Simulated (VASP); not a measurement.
# BAs: single point with PBEsol

BAs:

```
B As
1.0
     0.00000    2.38850    2.38850
     2.38850    0.00000    2.38850
     2.38850    2.38850    0.00000
B As
1 1
Cartesian
  0.0000 0.0000 0.0000
  1.1943 1.1943 1.1943
```

```yaml
Program: VASP 6.6.1
Task: single point
Functional: PBEsol
Potentials_or_basis: VASP PAW PBE potentials, release 64 (B, As)
Cutoff: 520 eV
k_mesh: 8 × 8 × 8
Occupations: gaussian, width 0.01 eV
Spin: no spin polarisation
```

```yaml
Pressure: 0.1 GPa
Band_gap_on_the_k_mesh: 1.09 eV, indirect (least direct gap 3.24 eV)
```

Levels at points of the mesh, in eV from the valence-band top:
| k point | band 1 | band 2 | band 3 | band 4 | band 5 | band 6 | band 7 | band 8 | band 9 |
| --- | --- | --- | --- | --- | --- | --- | --- | --- | --- |
| (0.00, 0.00, 0.00) | -15.44 | 0.00 | 0.00 | 0.00 | 3.24 | 3.24 | 3.24 | 4.68 | 9.35 |
| (0.50, 0.00, 0.00) | -12.55 | -8.83 | -1.83 | -1.83 | 2.65 | 4.73 | 4.73 | 8.71 | 12.55 |
| (0.50, 0.50, 0.00) | -11.24 | -8.53 | -4.11 | -4.11 | 1.31 | 1.34 | 11.34 | 11.34 | 12.78 |

It took 12 s on 1 thread of Intel(R) Xeon(R) Platinum 8488C (Sapphire Rapids), with other jobs on the host, peak memory 0.16 GiB.

Caveat: the PAW data sets were made with another functional, which shifts forces and pressure a little. As with any semilocal functional, this PBEsol gap is likely too small.
